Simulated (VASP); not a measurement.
# Cs (Fd-3m) in VASP: a series of runs

Runs on Cs. Level: PBE. Tasks: single point.

All numbers are computed with VASP 6.6.1; they aren't measurements. Logs are shortened: lines on timing, memory, paths and dates and some standing lists are left out, and cuts for length are marked.

## 1. The cell of the first run

It takes space group Fd-3m (No. 227, cubic). Conventional cell: a = 11.035 Å, b = 11.035 Å, c = 11.035 Å, α = 90.00°, β = 90.00°, γ = 90.00°.

This isn't the form of Cs at room conditions, which is bcc.

## 2. Single point, PBE (167.98 Å³/atom)

POSCAR

```
Cs
1.0
    0.0000000000      5.5176177065      5.5176177065
    5.5176177065      0.0000000000      5.5176177065
    5.5176177065      5.5176177065      0.0000000000
Cs
2
Direct
   -0.1250000000     -0.1250000000     -0.1250000000
    0.1250000000      0.1250000000      0.1250000000
```

INCAR.step1

```
ALGO = Normal
EDIFF = 1E-6
ENCUT = 520
GGA = PE
ISIF = 2
ISMEAR = -1
LASPH = True
LCHARG = True
LREAL = False
LWAVE = False
NBANDS = 16
NELM = 60
PREC = Accurate
SIGMA = 0.08
```

KPOINTS.step1

```
k-points
0
Gamma
  6 6 6
```

INCAR.step2

```
ALGO = Normal
EDIFF = 1E-6
ENCUT = 520
GGA = PE
ICHARG = 11
ISIF = 2
ISMEAR = -5
LASPH = True
LCHARG = False
LORBIT = 11
LREAL = False
LWAVE = False
NEDOS = 1001
NELM = 60
PREC = Accurate
SIGMA = 0.08
```

KPOINTS.step2

```
k-points
0
Gamma
  9 9 9
```

Potentials or basis: VASP PAW PBE potentials, release 64 (Cs_sv).

On the command line:

```bash
> cat potpaw_PBE.64/Cs_sv/POTCAR > POTCAR
> cp INCAR.step1 INCAR
> cp KPOINTS.step1 KPOINTS
> mpirun -np 1 vasp_std > vasp.out
> cp INCAR.step2 INCAR
> cp KPOINTS.step2 KPOINTS
> mpirun -np 1 vasp_std > vasp.out
```

OUTCAR:

```text
EDIFF = 1E-6
   ENCUT = 520
   GGA = PE
   ICHARG = 11
   ISIF = 2
   ISMEAR = -5
   LASPH = True
   LORBIT = 11
   LREAL = False
   NELM = 60
   PREC = Accurate

 ion  position               nearest neighbor table
   1  0.875  0.875  0.875-
   2  0.125  0.125  0.125-

  LATTYP: Found a face centered cubic cell.
 ALAT       =    11.0352354130

  Lattice vectors:

 A1 = (   0.0000000000,   5.5176177065,   5.5176177065)
 A2 = (   5.5176177065,   0.0000000000,   5.5176177065)
 A3 = (   5.5176177065,   5.5176177065,   0.0000000000)

Analysis of symmetry for initial positions (statically):
=====================================================================
 Subroutine PRICEL returns:
 Original cell was already a primitive cell.

 Routine SETGRP: Setting up the symmetry group for a
 face centered cubic supercell.

 Subroutine GETGRP returns: Found 48 space group operations
 (whereof 12 operations were pure point group operations)
 out of a pool of 48 trial point group operations.

The static configuration has the point symmetry D_3d.
 The point group associated with its full space group is O_h .

Analysis of symmetry for dynamics (positions and initial velocities):
=====================================================================
 Subroutine PRICEL returns:
 Original cell was already a primitive cell.

 Routine SETGRP: Setting up the symmetry group for a
 face centered cubic supercell.

 Subroutine GETGRP returns: Found 48 space group operations
 (whereof 12 operations were pure point group operations)
 out of a pool of 48 trial point group operations.

The dynamic configuration has the point symmetry D_3d.
 The point group associated with its full space group is O_h .

 Subroutine INISYM returns: Found 48 space group operations
 (whereof 12 operations are pure point group operations),
 and found     1 'primitive' translations

----------------------------------------------------------------------------------------

                                     Primitive cell

  volume of cell :     335.9579

  direct lattice vectors                    reciprocal lattice vectors
     0.000000000  5.517617707  5.517617707    -0.090618819  0.090618819  0.090618819
     5.517617707  0.000000000  5.517617707     0.090618819 -0.090618819  0.090618819
     5.517617707  5.517617707  0.000000000     0.090618819  0.090618819 -0.090618819

  length of vectors
     7.803089793  7.803089793  7.803089793     0.156956399  0.156956399  0.156956399

  position of ions in fractional coordinates (direct lattice)
     0.875000000  0.875000000  0.875000000
     0.125000000  0.125000000  0.125000000

  ion indices of the primitive-cell ions
   primitive index   ion index
                 1           1
                 2           2

----------------------------------------------------------------------------------------

 KPOINTS: k-points

Automatic generation of k-mesh.
 Grid dimensions read from file:
 generate k-points for:    9    9    9

 Generating k-lattice:

  Cartesian coordinates                     Fractional coordinates (reciprocal lattice)
    -0.010068758  0.010068758  0.010068758     0.111111111  0.000000000  0.000000000
     0.010068758 -0.010068758  0.010068758     0.000000000  0.111111111  0.000000000
     0.010068758  0.010068758 -0.010068758     0.000000000  0.000000000  0.111111111

  Length of vectors
     0.017439600  0.017439600  0.017439600

  Shift w.r.t. Gamma in fractional coordinates (k-lattice)
     0.000000000  0.000000000  0.000000000

 TETIRR: Found    115 inequivalent tetrahedra from     4374

 Subroutine IBZKPT returns following result:
 ===========================================

 Found     35 irreducible k-points:

 Following reciprocal coordinates:
            Coordinates               Weight
  0.000000  0.000000  0.000000      1.000000
  0.111111  0.000000  0.000000      8.000000
  0.222222  0.000000  0.000000      8.000000
  0.333333  0.000000  0.000000      8.000000
  0.444444  0.000000  0.000000      8.000000
  0.111111  0.111111  0.000000      6.000000
[... 16 lines left out ...]
 -0.333333  0.333333  0.000000     12.000000
  0.444444  0.444444  0.000000      6.000000
 [... further k-points ...]
   k-points           NKPTS =     35   k-points in BZ     NKDIM =     35   number of bands    NBANDS=     13
   number of dos      NEDOS =   1001   number of ions     NIONS =      2
   total plane-waves  NPLWV = 216000
   dimension x,y,z NGX =    60 NGY =   60 NGZ =   60
   dimension x,y,z NGXF=   120 NGYF=  120 NGZF=  120
   ions per type =               2
   NGX,Y,Z   is equivalent  to a cutoff of  12.78, 12.78, 12.78 a.u.
   NGXF,Y,Z  is equivalent  to a cutoff of  25.57, 25.57, 25.57 a.u.
 SYSTEM =  unknown system
   PREC   = accura    normal or accurate (medium, high low for compatibility)
   ISTART =      0    job   : 0-new  1-cont  2-samecut
   ICHARG =     11    charge: 1-file 2-atom 10-const
   ISPIN  =      1    spin polarized calculation?
   LNONCOLLINEAR =      F non collinear calculations
   LSORBIT =      F    spin-orbit coupling
   LASPH  =      T    aspherical Exc in radial PAW
   ENCUT  =  520.0 eV  38.22 Ry    6.18 a.u.  14.51 14.51 14.51*2*pi/ulx,y,z
   NELM   =     60;   NELMIN=  2; NELMDL=  0     # of ELM steps
   EDIFF  = 0.1E-05   stopping-criterion for ELM
   LREAL  =      F    real-space projection
   EDIFFG = 0.1E-04   stopping-criterion for IOM
   NSW    =      0    number of steps for IOM
   IBRION =     -1    ionic relax: 0-MD 1-quasi-New 2-CG
   NFREE  =      0    steps in history (QN), initial steepest desc. (CG)
   ISIF   =      2    stress and relaxation
   ISYM   =      2    0-nonsym 1-usesym 2-fastsym
   POTIM  = 0.5000    time-step for ionic-motion
   TEBEG  =    0.0;   TEEND  =   0.0 temperature during run
   PSTRESS=    0.0 pullay stress
   NELECT =      18.0000    total number of electrons
   NUPDOWN=      -1.0000    fix difference up-down
   EMIN   =  10.00;   EMAX   =-10.00  energy-range for DOS
   EFERMI =   0.00;   METHOD = LEGACY
   ISMEAR =    -5;   SIGMA  =   0.08  broadening in eV -4-tet -1-fermi 0-gaus
   EFERMI_NEDOS =   21; number of points for ismear=-14 and -15
   IALGO  =     38    algorithm
   IMIX   =      4    mixing-type and parameters
     AMIX     =   0.40;   BMIX     =  1.00
     AMIX_MAG =   1.60;   BMIX_MAG =  1.00
  volume/ion in A,a.u.               =     167.98      1133.58
  Fermi-wavevector in a.u.,A,eV,Ry     =   0.617169  1.166280  5.182425  0.380897
  Thomas-Fermi vector in A             =   1.675159
   LORBIT       =     11    0 simple, 1 ext, 2 COOP (PROOUT), +10 PAW based schemes
   GGA     = PE    functional components
   LHFCALC =     F    Hartree Fock is set to
   AEXX    =    0.0000 exact exchange contribution
   IVDW    =     0    specifies the selected vdW correction
   LEPSILON=     F    determine dielectric tensor
   LRPA    =     F    only Hartree local field effects (RPA)
 non-spin polarized calculation
 Fermi weights with tetrahedron method with Bloechl corrections
  energy-cutoff  :      520.00
  volume of cell :      335.96
 maximum number of plane-waves:      9185
 NGX is ok and might be reduce to    60

 number of electron      17.9999998 magnetization

 Free energy of the ion-electron system (eV)
  ---------------------------------------------------
  ext. energy  EPLUGINS =         0.00000000
  ---------------------------------------------------
  free energy    TOTEN  =        -1.18447591 eV

  energy without entropy =       -1.18447591  energy(sigma->0) =       -1.18447591

 E-fermi :  -0.1921     XC(G=0):  -4.4515

 val. band max:       -0.1978998065   @ k =  -0.3333   0.4444   0.1111
 cond. band min:      -0.1759777832   @ k =  -0.4444   0.1111   0.0000
 fundamental gap:      0.0219220233
 Fermi energy:        -0.1920737229

 k-point     1 :       0.0000    0.0000    0.0000
  band No.  band energies     occupation
      1     -24.5729      2.00000
      2     -24.5490      2.00000
      3     -11.4275      2.00000
      4     -11.4275      2.00000
      5     -11.4275      2.00000
      6     -11.3028      2.00000
      7     -11.3028      2.00000
      8     -11.3028      2.00000
      9      -1.6125      2.00000
     10       1.0847      0.00000
     11       1.0876      0.00000
     12       1.1504      0.00000
     13       1.1504      0.00000

 k-point     2 :       0.1111    0.0000    0.0000
  band No.  band energies     occupation
      1     -24.5723      2.00000
      2     -24.5495      2.00000
      3     -11.4292      2.00000
      4     -11.4292      2.00000
      5     -11.4271      2.00000
      6     -11.3035      2.00000
      7     -11.3011      2.00000
      8     -11.3011      2.00000
      9      -1.5560      2.00000
     10       1.0068      0.00000
     11       1.0070      0.00000
     12       1.0481      0.00000
     13       1.2518      0.00000

 k-point     3 :       0.2222    0.0000    0.0000
  band No.  band energies     occupation
      1     -24.5708      2.00000
      2     -24.5510      2.00000
      3     -11.4333      2.00000
      4     -11.4333      2.00000
      5     -11.4262      2.00000
      6     -11.3054      2.00000
      7     -11.2970      2.00000
      8     -11.2970      2.00000
      9      -1.3915      2.00000
     10       0.7077      0.00000
     11       0.9345      0.00000
     12       0.9345      0.00000
     13       1.1896      0.00000

 k-point     4 :       0.3333    0.0000    0.0000
  band No.  band energies     occupation
      1     -24.5688      2.00000
      2     -24.5530      2.00000
      3     -11.4376      2.00000
      4     -11.4376      2.00000
      5     -11.4251      2.00000
      6     -11.3074      2.00000
      7     -11.2926      2.00000
      8     -11.2926      2.00000
      9      -1.1369      2.00000
     10       0.2596      0.00000
     11       0.8926      0.00000
     12       0.8926      0.00000
     13       1.0973      0.00000

 k-point     5 :       0.4444    0.0000    0.0000
  band No.  band energies     occupation
      1     -24.5671      2.00000
      2     -24.5547      2.00000
      3     -11.4403      2.00000
      4     -11.4403      2.00000
      5     -11.4244      2.00000
      6     -11.3087      2.00000
      7     -11.2899      2.00000
      8     -11.2899      2.00000
      9      -0.8556      2.00000
     10      -0.1283      0.00000
     11       0.8753      0.00000
     12       0.8753      0.00000
     13       1.0656      0.00000
[... 257 lines left out ...]
 k-point    22 :      -0.4444    0.3333    0.0000
  band No.  band energies     occupation
      1     -24.5632      2.00000
      2     -24.5586      2.00000
      3     -11.4553      2.00000
      4     -11.4502      2.00000
      5     -11.3835      2.00000
      6     -11.3499      2.00000
      7     -11.2799      2.00000
      8     -11.2754      2.00000
      9      -0.4082      2.00000
     10       0.0217      0.00000
     11       0.1961      0.00000
     12       0.5350      0.00000
     13       1.1298      0.00000

 k-point    23 :      -0.3333    0.3333    0.0000
  band No.  band energies     occupation
      1     -24.5639      2.00000
      2     -24.5579      2.00000
      3     -11.4560      2.00000
      4     -11.4472      2.00000
      5     -11.3904      2.00000
      6     -11.3426      2.00000
      7     -11.2829      2.00000
      8     -11.2750      2.00000
      9      -0.4609      2.00000
     10       0.0538      0.00000
     11       0.1312      0.00000
     12       0.6677      0.00000
     13       1.0082      0.00000

 k-point    24 :       0.4444    0.4444    0.0000
  band No.  band energies     occupation
      1     -24.5630      2.00000
      2     -24.5588      2.00000
      3     -11.4531      2.00000
      4     -11.4531      2.00000
      5     -11.3778      2.00000
      6     -11.3563      2.00000
      7     -11.2770      2.00000
      8     -11.2770      2.00000
      9      -0.4761      2.00000
     10       0.0737      0.00000
     11       0.3814      0.00000
     12       0.4330      0.00000
     13       1.2998      0.00000

 [... further k-points ...]
[... 5 lines left out ...]
  --------------------------------------------------------------------------------------
  -------------------------------------------------------------------------------------
  Total        0.3251579      0.3251579      0.3251579      0.0000000      0.0000000      0.0000000
  in kB        1.5506724      1.5506724      1.5506724      0.0000000      0.0000000      0.0000000
  external PRESSURE =       1.5506724 kB  Pullay stress =       0.0000000 kB

 VOLUME and BASIS-vectors are now :
 -----------------------------------------------------------------------------
  energy-cutoff  :      520.00
  volume of cell :      335.96
      direct lattice vectors                 reciprocal lattice vectors
     0.000000000  5.517617707  5.517617707    -0.090618819  0.090618819  0.090618819
     5.517617707  0.000000000  5.517617707     0.090618819 -0.090618819  0.090618819
     5.517617707  5.517617707  0.000000000     0.090618819  0.090618819 -0.090618819

 POSITION                                       TOTAL-FORCE (eV/Angst)
 -----------------------------------------------------------------------------------
      9.65583      9.65583      9.65583         0.000000      0.000000      0.000000
      1.37940      1.37940      1.37940        -0.000000     -0.000000     -0.000000
 -----------------------------------------------------------------------------------
    total drift:                               -0.000000      0.000000     -0.000000

  FREE ENERGIE OF THE ION-ELECTRON SYSTEM (eV)
  ---------------------------------------------------
  free  energy   TOTEN  =        -1.1844759135 eV

  energy  without entropy=       -1.1844759135  energy(sigma->0) =       -1.18447591

 total charge

# of ion       s       p       d       tot
------------------------------------------
    1        1.862   4.674   0.005   6.540
    2        1.862   4.674   0.005   6.540
--------------------------------------------------
tot          3.723   9.348   0.010  13.080
```

Wall time 2 min (1 thread of Intel Xeon 6975P-C (Granite Rapids), shared host); peak memory 0.5 GiB.

What came out:

| Property | Result |
| --- | --- |
| Valence electrons inside the program's atomic spheres | Cs 6.54 |

Levels at points of the mesh, in eV from the valence-band top:
```tsv
k point	band 6	band 7	band 8	band 9	band 10	band 11	band 12	band 13
(0.00, 0.00, 0.00)	-11.10	-11.10	-11.10	-1.41	1.28	1.29	1.35	1.35
```

Caveat: spin-orbit coupling is left out, which moves the levels of the heavy elements.

## 3. Single point, PBE (167.98 Å³/atom)

POSCAR is that of step 2.

INCAR.step1

```
SYSTEM = Cs
PREC = Accurate
ENCUT = 520
EDIFF = 1E-6
ISMEAR = -1
SIGMA = 0.08
LREAL = .False.
LASPH = .True.
NELM = 60
ALGO = Normal
ISIF = 2
LWAVE = .False.
LCHARG = .True.
GGA = PE
NBANDS = 16
```

KPOINTS.step1

```
Automatic mesh
0
Gamma
  6 6 6
  0 0 0
```

INCAR.step2

```
SYSTEM = Cs
PREC = Accurate
ENCUT = 520
EDIFF = 1E-6
ISMEAR = -5
SIGMA = 0.08
LREAL = .False.
LASPH = .True.
NELM = 60
ALGO = Normal
ISIF = 2
LWAVE = .False.
LCHARG = .False.
GGA = PE
LORBIT = 10
NEDOS = 1001
ICHARG = 11
```

KPOINTS.step2

```
Automatic mesh
0
Gamma
  9 9 9
  0 0 0
```

Potentials or basis: VASP PAW PBE potentials, release 64 (Cs_sv).

On the command line:

```bash
> cat potpaw_PBE.64/Cs_sv/POTCAR > POTCAR
> cp INCAR.step1 INCAR
> cp KPOINTS.step1 KPOINTS
> mpirun -np 1 vasp_std > vasp.out
> cp INCAR.step2 INCAR
> cp KPOINTS.step2 KPOINTS
> mpirun -np 1 vasp_std > vasp.out
```

Wall time 2 min (1 thread of Intel Xeon 6975P-C (Granite Rapids), shared host); peak memory 0.5 GiB.

Results (log left out):

```yaml
Valence_electrons_inside_the_program's_atomic_spheres: Cs 6.54
```

Levels at points of the mesh, in eV from the valence-band top:
```tsv
k point	band 5	band 6	band 7	band 8	band 9	band 10	band 11	band 12	band 13
(0.00, 0.00, 0.00)	-11.23	-11.10	-11.10	-11.10	-1.41	1.28	1.29	1.35	1.35
```

Caveat: spin-orbit coupling is left out, which moves the levels of the heavy elements.

## 4. Single point, PBE

This run uses another cell than the first one, of 186.64 Å³/atom.

POSCAR

```
Cs
1.0
    0.0000000000      5.7148403643      5.7148403643
    5.7148403643      0.0000000000      5.7148403643
    5.7148403643      5.7148403643      0.0000000000
Cs
2
Direct
   -0.1250000000     -0.1250000000     -0.1250000000
    0.1250000000      0.1250000000      0.1250000000
```

INCAR.step1

```
PREC = Accurate
ENCUT = 520
EDIFF = 1E-6
ISMEAR = -1
SIGMA = 0.08
LREAL = False
LASPH = True
NELM = 60
ALGO = Normal
ISIF = 2
LWAVE = False
LCHARG = True
GGA = PE
NBANDS = 16
```

KPOINTS.step1

```
regular mesh
0
Gamma
  6 6 6
```

INCAR.step2

```
PREC = Accurate
ENCUT = 520
EDIFF = 1E-6
ISMEAR = -5
SIGMA = 0.08
LREAL = False
LASPH = True
NELM = 60
ALGO = Normal
ISIF = 2
LWAVE = False
LCHARG = False
GGA = PE
LORBIT = 11
NBANDS = 16
NEDOS = 2001
ICHARG = 11
```

KPOINTS.step2

```
regular mesh
0
Gamma
  9 9 9
```

On the command line:

```bash
> cat potpaw_PBE.64/Cs_sv/POTCAR > POTCAR
> cp INCAR.step1 INCAR
> cp KPOINTS.step1 KPOINTS
> mpirun -np 1 vasp_std > vasp.out
> cp INCAR.step2 INCAR
> cp KPOINTS.step2 KPOINTS
> mpirun -np 1 vasp_std > vasp.out
```

It took 2.2 min on 1 thread of Intel Xeon 6975P-C (Granite Rapids), shared host; peak memory 0.53 GiB.

It converged, with:

```yaml
Valence_electrons_inside_the_program's_atomic_spheres: Cs 6.54
```

Levels at points of the mesh, in eV from the valence-band top:
| k point | band 5 | band 6 | band 7 | band 8 | band 9 | band 10 | band 11 | band 12 | band 13 | band 14 |
| --- | --- | --- | --- | --- | --- | --- | --- | --- | --- | --- |
| (0.00, 0.00, 0.00) | -11.17 | -11.08 | -11.08 | -11.08 | -1.29 | 1.35 | 1.35 | 1.35 | 1.35 | 1.35 |

Caveat: spin-orbit coupling is left out, which moves the levels of the heavy elements.
